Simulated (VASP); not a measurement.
# BN (km) (P6_3mc) in VASP: single point with PBEsol

Aim: the single point of BN (km) with PBEsol.

Program: VASP 6.6.1. These are calculated values, not measurements. Logs are shortened: lines on timing, memory, paths and dates and some standing lists are left out, and cuts for length are marked.

## (1) The cell of the first run

It takes space group P6_3mc (No. 186, hexagonal). The conventional cell has a = 2.541 Å, b = 2.541 Å, c = 4.203 Å, α = 90.00°, β = 90.00°, γ = 120.00°. B (site symmetry 3m) has 4 N at 1.56 to 1.57 Å within 2.1 Å. Within 2.1 Å of N (site symmetry 3m) lie 4 B at 1.56 to 1.57 Å.

## (2) Single point, PBEsol

Input file INCAR:

```
SYSTEM = BN
PREC     = Accurate       ! precision mode
ENCUT    = 600            ! plane-wave cutoff, eV
EDIFF    = 1E-6           ! SCF threshold, eV
ISMEAR   = 0              ! smearing method
SIGMA    = 0.02           ! smearing width, eV
LREAL    = .False.        ! projectors in reciprocal space
LASPH    = .True.         ! aspherical terms in the spheres
NELM     = 120            ! most SCF steps
ALGO     = Normal         ! electronic algorithm
ISIF     = 2              ! what is computed and relaxed
LWAVE    = .False.        ! write WAVECAR
LCHARG   = .False.        ! write CHGCAR
GGA      = PS             ! functional
NBANDS   = 16             ! bands
GGA_COMPAT= .False.
```

Input file KPOINTS:

```
Automatic mesh
0
Gamma
  6 6 4
  0 0 0
```

Input file POSCAR:

```
BN
1.0
    2.5405666219      0.0000000000      0.0000000000
   -1.2702833110      2.2001952346      0.0000000000
    0.0000000000      0.0000000000      4.2026461122
B N
2 2
Direct
    0.3333333333      0.6666666667     -0.0002367517
    0.6666666667      0.3333333333      0.4997632483
    0.3333333333      0.6666666667      0.3742367517
    0.6666666667      0.3333333333      0.8742367517
```

Potentials or basis: VASP PAW PBE potentials, release 64 (B, N).

Run with:

```bash
$ cat potpaw_PBE.64/B/POTCAR potpaw_PBE.64/N/POTCAR > POTCAR
$ mpirun -np 1 vasp_std > vasp.out
```

OUTCAR:

```text
SYSTEM = BN
   PREC = Accurate
   ENCUT = 600
   EDIFF = 1E-6
   ISMEAR = 0
   LREAL = .False.
   LASPH = .True.
   NELM = 120
   ISIF = 2
   GGA = PS

 ion  position               nearest neighbor table
   1  0.333  0.667  1.000-   4 1.56   4 1.56   4 1.56   3 1.57
   2  0.667  0.333  0.500-   3 1.56   3 1.56   3 1.56   4 1.57
   3  0.333  0.667  0.374-   2 1.56   2 1.56   2 1.56   1 1.57
   4  0.667  0.333  0.874-   1 1.56   1 1.56   1 1.56   2 1.57

  LATTYP: Found a hexagonal cell.
 ALAT       =     2.5405666219
 C/A-ratio  =     1.6542160619

  Lattice vectors:

 A1 = (   2.5405666219,   0.0000000000,   0.0000000000)
 A2 = (  -1.2702833110,   2.2001952346,   0.0000000000)
 A3 = (   0.0000000000,   0.0000000000,   4.2026461122)

Analysis of symmetry for initial positions (statically):
=====================================================================
 Subroutine PRICEL returns:
 Original cell was already a primitive cell.

 Routine SETGRP: Setting up the symmetry group for a
 hexagonal supercell.

 Subroutine GETGRP returns: Found 12 space group operations
 (whereof  6 operations were pure point group operations)
 out of a pool of 24 trial point group operations.

The static configuration has the point symmetry C_3v.
 The point group associated with its full space group is C_6v.

Analysis of symmetry for dynamics (positions and initial velocities):
=====================================================================
 Subroutine PRICEL returns:
 Original cell was already a primitive cell.

 Routine SETGRP: Setting up the symmetry group for a
 hexagonal supercell.

 Subroutine GETGRP returns: Found 12 space group operations
 (whereof  6 operations were pure point group operations)
 out of a pool of 24 trial point group operations.

The dynamic configuration has the point symmetry C_3v.
 The point group associated with its full space group is C_6v.

 Subroutine INISYM returns: Found 12 space group operations
 (whereof  6 operations are pure point group operations),
 and found     1 'primitive' translations

----------------------------------------------------------------------------------------

                                     Primitive cell

  volume of cell :      23.4917

  direct lattice vectors                    reciprocal lattice vectors
     2.540566622  0.000000000  0.000000000     0.393612980  0.227252560  0.000000000
    -1.270283311  2.200195235  0.000000000     0.000000000  0.454505120  0.000000000
     0.000000000  0.000000000  4.202646112     0.000000000  0.000000000  0.237945326

[... 86 lines left out ...]
   NSW    =      0    number of steps for IOM
   IBRION =     -1    ionic relax: 0-MD 1-quasi-New 2-CG
   NFREE  =      0    steps in history (QN), initial steepest desc. (CG)
   ISIF   =      2    stress and relaxation
   ISYM   =      2    0-nonsym 1-usesym 2-fastsym
   POTIM  = 0.5000    time-step for ionic-motion
   TEBEG  =    0.0;   TEEND  =   0.0 temperature during run
   PSTRESS=    0.0 pullay stress
   NELECT =      16.0000    total number of electrons
   NUPDOWN=      -1.0000    fix difference up-down
   EMIN   =  10.00;   EMAX   =-10.00  energy-range for DOS
   EFERMI =   0.00;   METHOD = LEGACY
   ISMEAR =     0;   SIGMA  =   0.02  broadening in eV -4-tet -1-fermi 0-gaus
   EFERMI_NEDOS =   21; number of points for ismear=-14 and -15
   IALGO  =     38    algorithm
   IMIX   =      4    mixing-type and parameters
     AMIX     =   0.40;   BMIX     =  1.00
     AMIX_MAG =   1.60;   BMIX_MAG =  1.00
  volume/ion in A,a.u.               =       5.87        39.63
  Fermi-wavevector in a.u.,A,eV,Ry     =   1.440378  2.721921 28.227872  2.074690
  Thomas-Fermi vector in A             =   2.559129
   LORBIT       =      0    0 simple, 1 ext, 2 COOP (PROOUT), +10 PAW based schemes
   GGA     = PS    functional components
   LHFCALC =     F    Hartree Fock is set to
   AEXX    =    0.0000 exact exchange contribution
   IVDW    =     0    specifies the selected vdW correction
   LEPSILON=     F    determine dielectric tensor
   LRPA    =     F    only Hartree local field effects (RPA)
 non-spin polarized calculation
 Gauss-broadening in eV      SIGMA  =   0.02
  energy-cutoff  :      600.00
  volume of cell :       23.49
 maximum number of plane-waves:       801
   NGX = 11   NGY = 11   NGZ = 17

 number of electron      16.0000003 magnetization

 Free energy of the ion-electron system (eV)
  ---------------------------------------------------
  ext. energy  EPLUGINS =         0.00000000
  ---------------------------------------------------
  free energy    TOTEN  =       -36.62895140 eV

  energy without entropy =      -36.62895140  energy(sigma->0) =      -36.62895140

 E-fermi :   7.7179     XC(G=0): -13.0346

 val. band max:        7.5967093772   @ k =   0.0000   0.0000   0.0000
 cond. band min:      12.5410686197   @ k =   0.3333   0.3333   0.0000
 fundamental gap:      4.9443592425
 Fermi energy:         7.7178520348

 k-point     1 :       0.0000    0.0000    0.0000
  band No.  band energies     occupation
      1     -12.9037      2.00000
      2      -8.6732      2.00000
      3      -3.4751      2.00000
      4       5.4477      2.00000
      5       5.4477      2.00000
      6       7.3146      2.00000
[... 376 lines left out ...]
      3      -1.3199      2.00000
      4      -1.3199      2.00000
      5      -0.2861      2.00000
      6      -0.2861      2.00000
[... 8 lines left out ...]
     15      24.3367      0.00000
     16      24.3367      0.00000

------------------------ aborting loop because EDIFF is reached ----------------------------------------

  FORCE on cell =-STRESS in cart. coord.  units (eV):
  Direction    XX          YY          ZZ          XY          YZ          ZX
  --------------------------------------------------------------------------------------
  -------------------------------------------------------------------------------------
  Total        0.0871998      0.0871998      0.0590786     -0.0000000      0.0000000      0.0000000
  in kB        5.9471869      5.9471869      4.0292680     -0.0000000      0.0000000      0.0000000
  external PRESSURE =       5.3078806 kB  Pullay stress =       0.0000000 kB

 VOLUME and BASIS-vectors are now :
 -----------------------------------------------------------------------------
  energy-cutoff  :      600.00
  volume of cell :       23.49
      direct lattice vectors                 reciprocal lattice vectors
     2.540566622  0.000000000  0.000000000     0.393612980  0.227252560  0.000000000
    -1.270283311  2.200195235  0.000000000     0.000000000  0.454505120  0.000000000
     0.000000000  0.000000000  4.202646112     0.000000000  0.000000000  0.237945326

 POSITION                                       TOTAL-FORCE (eV/Angst)
 -----------------------------------------------------------------------------------
     -0.00000      1.46680      4.20165        -0.000000      0.000000     -0.001030
      1.27028      0.73340      2.10033         0.000000     -0.000000     -0.001030
     -0.00000      1.46680      1.57278        -0.000000      0.000000      0.001030
      1.27028      0.73340      3.67411         0.000000      0.000000      0.001030
 -----------------------------------------------------------------------------------
    total drift:                               -0.000000     -0.000000     -0.000380

  FREE ENERGIE OF THE ION-ELECTRON SYSTEM (eV)
  ---------------------------------------------------
  free  energy   TOTEN  =       -36.6289514030 eV

  energy  without entropy=      -36.6289514030  energy(sigma->0) =      -36.62895140
```

stdout:

```text
POSCAR found type information on POSCAR B N
 POSCAR found :  2 types and       4 ions
 scaLAPACK will be used
 -----------------------------------------------------------------------------
|                                                                             |
|                                                                             |
|     You enforced a specific xc type in the INCAR file but a different       |
|     I HOPE YOU KNOW WHAT YOU ARE DOING!                                     |
|                                                                             |
 -----------------------------------------------------------------------------

 LDA part: xc-table for (Slater+PW92), standard interpolation
 POSCAR, INCAR and KPOINTS ok, starting setup
 FFT: planning ... GRIDC
 FFT: planning ... GRID_SOFT
 FFT: planning ... GRID
 WAVECAR not read
 entering main loop
```

It took 5.4 s on 1 thread of AMD EPYC 9R45 (Zen 5), shared host; peak memory 0.1 GiB.

What came out:

```
Free energy            : -36.6290 eV
Pressure               : 0.5 GPa
Band gap on the k mesh : 4.94 eV, indirect (least direct gap 8.23 eV)
```

Stress tensor (GPa, compression positive):
```
0.59 0.00 0.00
0.00 0.59 0.00
0.00 0.00 0.40
```

Levels at points of the mesh, in eV from the valence-band top:
```
           k point  band 6  band 7  band 8  band 9  band 10  band 11
(0.00, 0.00, 0.00)   -0.28    0.00    0.00    8.33     8.33     8.57
(0.50, 0.00, 0.00)   -5.05   -4.51   -2.14    6.58     7.82    10.55
(0.00, 0.00, 0.50)   -1.19   -1.19   -1.19    9.48     9.48     9.89
(0.50, 0.00, 0.50)   -3.82   -3.62   -3.62    6.46     6.46     9.97
```

Caveat: the k points lie up to 0.48 Å⁻¹ apart; the PAW data sets were made with another functional, which shifts forces and pressure a little.
